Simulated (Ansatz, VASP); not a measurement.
**SnO: VASP beside Ansatz**

```
CELL_PARAMETERS angstrom
3.86816 0.00000 0.00000
0.00000 3.86816 0.00000
0.00000 0.00000 5.07346
ATOMIC_POSITIONS crystal
Sn 0.50000 0.00000 0.22846
Sn 0.00000 0.50000 0.77154
O 0.00000 0.00000 0.00000
O 0.50000 0.50000 0.00000
```

Alike in both runs: functional PBE; k mesh 10 × 10 × 8; occupations gaussian, width 0.01 eV; no spin polarisation.

Ansatz relaxed the structure, and its values are those at the end. VASP's run is a single point on that final structure, the one shown.

|  | VASP | Ansatz |
| --- | --- | --- |
| version | VASP 6.6.1 | Ansatz 0.2.0 |
| potentials or method | VASP PAW PBE potentials, release 64 (Sn_d, O) | scalar-relativistic, plane waves, norm-conserving pseudopotentials |
| plane-wave cutoff (eV) | 600 | 1240 |
| valence electrons in the cell | 40 | 40 |

VASP gave:

- gap on the k mesh at the Fermi level (eV): 0.52
- least direct gap on the mesh (eV): 1.91
- pressure (GPa): 0.1
- rms of the force components (eV/Å): 0.032

Question: Estimate Ansatz's values.

Answer: gap on the k mesh at the Fermi level (eV): 0.51; least direct gap on the mesh (eV): 1.95; pressure (GPa): 0.0; rms of the force components (eV/Å): 0.000.
